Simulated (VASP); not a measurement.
# ZnSe (F-43m) in VASP: single point with PBE0

Aim: the single point of ZnSe with PBE0.

Program: VASP 6.6.1. These are calculated values, not measurements. Logs are shortened: lines on timing, memory, paths and dates and some standing lists are left out, and cuts for length are marked.

**1. The cell of the first run**

The structure is cubic, space group F-43m (No. 216). Conventional cell: a = 5.733 Å, b = 5.733 Å, c = 5.733 Å, α = 90.00°, β = 90.00°, γ = 90.00°. Zn (site symmetry -43m) has 4 Se at 2.48 Å within 3.3 Å. Within 3.3 Å of Se (site symmetry -43m) lie 4 Zn at 2.48 Å.

**2. Single point, PBE0**

Contents of POSCAR:

```
ZnSe
1.0
    0.0000000000      2.8664359640      2.8664359640
    2.8664359640      0.0000000000      2.8664359640
    2.8664359640      2.8664359640      0.0000000000
Zn Se
1 1
Direct
    0.0000000000      0.0000000000      0.0000000000
    0.2500000000      0.2500000000      0.2500000000
```

Contents of INCAR.step1:

```
SYSTEM = ZnSe
  PREC = Accurate
  ENCUT = 520
  EDIFF = 1E-5
  ISMEAR = 0
  SIGMA = 0.01
  LREAL = .False.
  LASPH = .True.
  NELM = 80
  ALGO = Normal
  ISIF = 2
  LWAVE = .True.
  LCHARG = .False.
  NBANDS = 16
  GGA = PE
  LUSENCCL = .False.
```

Contents of INCAR.step2:

```
SYSTEM = ZnSe
  PREC = Accurate
  ENCUT = 520
  EDIFF = 1E-6
  ISMEAR = 0
  SIGMA = 0.01
  LREAL = .False.
  LASPH = .True.
  NELM = 80
  ALGO = Normal
  ISIF = 2
  LWAVE = .False.
  LCHARG = .False.
  GGA = PE
  LHFCALC = .True.
  AEXX = 0.25
  PRECFOCK = Normal
  NBANDS = 16
  ISTART = 1
  LUSENCCL = .False.
```

Contents of KPOINTS:

```
regular mesh
0
Gamma
  6 6 6
  0 0 0
```

Potentials or basis: VASP PAW PBE potentials, release 64 (Zn, Se).

The run is started by

```
cat potpaw_PBE.64/Zn/POTCAR potpaw_PBE.64/Se/POTCAR > POTCAR
cp INCAR.step1 INCAR
mpirun -np 1 vasp_std > vasp.out
cp INCAR.step2 INCAR
mpirun -np 1 vasp_std > vasp.out
```

OUTCAR:

```text
SYSTEM = ZnSe
   PREC = Accurate
   ENCUT = 520
   EDIFF = 1E-6
   ISMEAR = 0
   LREAL = .False.
   LASPH = .True.
   NELM = 80
   ISIF = 2
   GGA = PE
   LHFCALC = .True.
   AEXX = 0.25
   PRECFOCK = Normal
   ISTART = 1

 ion  position               nearest neighbor table
   1  0.000  0.000  0.000-   2 2.48   2 2.48   2 2.48   2 2.48
   2  0.250  0.250  0.250-   1 2.48   1 2.48   1 2.48   1 2.48

  LATTYP: Found a face centered cubic cell.
 ALAT       =     5.7328719280

  Lattice vectors:

 A1 = (   0.0000000000,   2.8664359640,   2.8664359640)
 A2 = (   2.8664359640,   0.0000000000,   2.8664359640)
 A3 = (   2.8664359640,   2.8664359640,   0.0000000000)

Analysis of symmetry for initial positions (statically):
=====================================================================
 Subroutine PRICEL returns:
 Original cell was already a primitive cell.

 Routine SETGRP: Setting up the symmetry group for a
 face centered cubic supercell.

 Subroutine GETGRP returns: Found 24 space group operations
 (whereof 24 operations were pure point group operations)
 out of a pool of 48 trial point group operations.

The static configuration has the point symmetry T_d .

Analysis of symmetry for dynamics (positions and initial velocities):
=====================================================================
 Subroutine PRICEL returns:
 Original cell was already a primitive cell.

 Routine SETGRP: Setting up the symmetry group for a
 face centered cubic supercell.

 Subroutine GETGRP returns: Found 24 space group operations
 (whereof 24 operations were pure point group operations)
 out of a pool of 48 trial point group operations.

The dynamic configuration has the point symmetry T_d .

 Subroutine INISYM returns: Found 24 space group operations
 (whereof 24 operations are pure point group operations),
 and found     1 'primitive' translations

----------------------------------------------------------------------------------------

                                     Primitive cell

  volume of cell :      47.1039

  direct lattice vectors                    reciprocal lattice vectors
     0.000000000  2.866435964  2.866435964    -0.174432643  0.174432643  0.174432643
[... 81 lines left out ...]
   IBRION =     -1    ionic relax: 0-MD 1-quasi-New 2-CG
   NFREE  =      0    steps in history (QN), initial steepest desc. (CG)
   ISIF   =      2    stress and relaxation
   ISYM   =      3    0-nonsym 1-usesym 2-fastsym
   POTIM  = 0.5000    time-step for ionic-motion
   TEBEG  =    0.0;   TEEND  =   0.0 temperature during run
   PSTRESS=    0.0 pullay stress
   NELECT =      18.0000    total number of electrons
   NUPDOWN=      -1.0000    fix difference up-down
   EMIN   =  10.00;   EMAX   =-10.00  energy-range for DOS
   EFERMI =   0.00;   METHOD = LEGACY
   ISMEAR =     0;   SIGMA  =   0.01  broadening in eV -4-tet -1-fermi 0-gaus
   EFERMI_NEDOS =   21; number of points for ismear=-14 and -15
   IALGO  =     38    algorithm
   IMIX   =      1    mixing-type and parameters
     AMIX     =   0.40;   BMIX     =  1.00
     AMIX_MAG =   1.60;   BMIX_MAG =  1.00
  volume/ion in A,a.u.               =      23.55       158.94
  Fermi-wavevector in a.u.,A,eV,Ry     =   1.187992  2.244979 19.202234  1.411324
  Thomas-Fermi vector in A             =   2.324131
   LORBIT       =      0    0 simple, 1 ext, 2 COOP (PROOUT), +10 PAW based schemes
   GGA     = PE    functional components
   LHFCALC =     T    Hartree Fock is set to
   PRECFOCK=normal    Normal, Fast or Accurate (Low or Medium for compatibility)
   ENCUT4O =  -1.0   cutoff for four orbital integrals eV
   NKREDX  =     1    reduce k-point grid by
   NKREDY  =     1    reduce k-point grid by
   NKREDZ  =     1    reduce k-point grid by
   AEXX    =    0.2500 exact exchange contribution
   HFSCREEN=    0.0000 screening length (either q_TF or 0.3 A-1)
   HFSCREENC=   0.0000 screening length for correlation (either q_TF or 0.3 A-1)
   ENCUTFOCK=  -1.0 apply spherical cutoff to Coloumb kernel
   IVDW    =     0    specifies the selected vdW correction
   LEPSILON=     F    determine dielectric tensor
   LRPA    =     F    only Hartree local field effects (RPA)
 non-spin polarized calculation
 Gauss-broadening in eV      SIGMA  =   0.01
  energy-cutoff  :      520.00
  volume of cell :       47.10
 maximum number of plane-waves:      1303
  NGX = 24; NGY = 24; NGZ = 24

 number of electron      18.0000017 magnetization

 Free energy of the ion-electron system (eV)
  ---------------------------------------------------
  ext. energy  EPLUGINS =         0.00000000
  ---------------------------------------------------
  free energy    TOTEN  =        -7.97297136 eV

  energy without entropy =       -7.97297136  energy(sigma->0) =       -7.97297136

 E-fermi :   0.4600     XC(G=0):  -7.2381

 val. band max:        0.3233255835   @ k =   0.0000   0.0000   0.0000
 cond. band min:       3.2169426613   @ k =   0.0000   0.0000   0.0000
 fundamental gap:      2.8936170779
 Fermi energy:         0.4599642889

 k-point     1 :       0.0000    0.0000    0.0000
  band No.  band energies     occupation
      1     -13.9051      2.00000
      2      -7.8220      2.00000
      3      -7.8220      2.00000
      4      -7.8220      2.00000
      5      -7.5202      2.00000
      6      -7.5202      2.00000
[... 281 lines left out ...]
      3      -7.6562      2.00000
      4      -7.5806      2.00000
      5      -7.5068      2.00000
      6      -7.2326      2.00000
[... 8 lines left out ...]
     15      16.1239      0.00000
     16      16.3883      0.00000

------------------------ aborting loop because EDIFF is reached ----------------------------------------

  FORCE on cell =-STRESS in cart. coord.  units (eV):
  Direction    XX          YY          ZZ          XY          YZ          ZX
  --------------------------------------------------------------------------------------
  -------------------------------------------------------------------------------------
  Total       -0.3636830     -0.3636830     -0.3636830     -0.0000000      0.0000000      0.0000000
  in kB      -12.3702044    -12.3702044    -12.3702044     -0.0000000      0.0000000      0.0000000
  external PRESSURE =     -12.3702044 kB  Pullay stress =       0.0000000 kB

 VOLUME and BASIS-vectors are now :
 -----------------------------------------------------------------------------
  energy-cutoff  :      520.00
  volume of cell :       47.10
      direct lattice vectors                 reciprocal lattice vectors
     0.000000000  2.866435964  2.866435964    -0.174432643  0.174432643  0.174432643
     2.866435964  0.000000000  2.866435964     0.174432643 -0.174432643  0.174432643
     2.866435964  2.866435964  0.000000000     0.174432643  0.174432643 -0.174432643

 POSITION                                       TOTAL-FORCE (eV/Angst)
 -----------------------------------------------------------------------------------
      0.00000      0.00000      0.00000         0.000000     -0.000000      0.000000
      1.43322      1.43322      1.43322        -0.000000      0.000000     -0.000000
 -----------------------------------------------------------------------------------
    total drift:                                0.000099      0.000076      0.000059

  FREE ENERGIE OF THE ION-ELECTRON SYSTEM (eV)
  ---------------------------------------------------
  free  energy   TOTEN  =        -7.9729713591 eV

  energy  without entropy=       -7.9729713591  energy(sigma->0) =       -7.97297136
```

Wall time 26 min (1 × NVIDIA H100 80GB with 1 thread of AMD EPYC 7R13 (Zen 3), shared host); peak memory 1.3 GiB.

Results:

```
Free energy            : -7.9730 eV
Pressure               : -1.2 GPa
Band gap on the k mesh : 2.89 eV
```

Caveat: the PAW data sets were made with another functional, which shifts forces and pressure a little.
